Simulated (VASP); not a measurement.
## NaCl: single point with r2SCAN

NaCl:

```
Na Cl
1.0
     0.00000    2.84591    2.83175
     2.83175    0.00000    2.83175
     2.83175    2.84591    0.00000
Na Cl
1 1
Direct
  0.00000 0.00000 0.00000
  0.50000 0.50000 0.50000
```

This cell differs from its parent crystal: strain +0.0050 x Voigt [0, 1, 0, 0, 0, 0].

```json
{"Program": "VASP 6.6.1", "Task": "single point", "Functional": "r2SCAN", "Potentials or basis": "VASP PAW PBE potentials, release 64 (Na_pv, Cl)", "Cutoff": "520 eV", "k mesh": "8 × 8 × 8", "Occupations": "gaussian, width 0.05 eV", "Spin": "no spin polarisation"}
```

```
Pressure               : -1.1 GPa
Band gap on the k mesh : 5.85 eV
```

Stress tensor (GPa, compression positive):
```
-1.03  0.00  0.00
 0.00 -1.23  0.00
 0.00  0.00 -1.03
```

Levels at points of the mesh, in eV from the valence-band top:
| k point | band 3 | band 4 | band 5 | band 6 | band 7 | band 8 | band 9 | band 10 | band 11 | band 12 |
| --- | --- | --- | --- | --- | --- | --- | --- | --- | --- | --- |
| (0.00, 0.00, 0.00) | -21.55 | -13.19 | 0.00 | 0.00 | 0.00 | 5.85 | 11.72 | 11.75 | 11.75 | 13.94 |
| (0.50, 0.00, 0.00) | -21.56 | -12.86 | -1.87 | -0.27 | -0.27 | 7.91 | 11.47 | 11.70 | 11.75 | 15.86 |
| (0.50, 0.50, 0.00) | -21.56 | -12.81 | -1.64 | -0.60 | -0.59 | 8.39 | 8.62 | 12.09 | 15.70 | 15.77 |
| (0.50, 0.00, 0.50) | -21.56 | -12.82 | -1.64 | -0.59 | -0.59 | 8.39 | 8.64 | 12.04 | 15.77 | 15.77 |

It took 68 s on 1 thread of Intel(R) Xeon(R) 6975P-C (Granite Rapids), on a shared host, peak memory 0.18 GiB.

Caveat: the cell differs from its parent crystal (strain +0.0050 x Voigt [0, 1, 0, 0, 0, 0]); the PAW data sets were made with another functional, which shifts forces and pressure a little. A k mesh can miss the band edges.
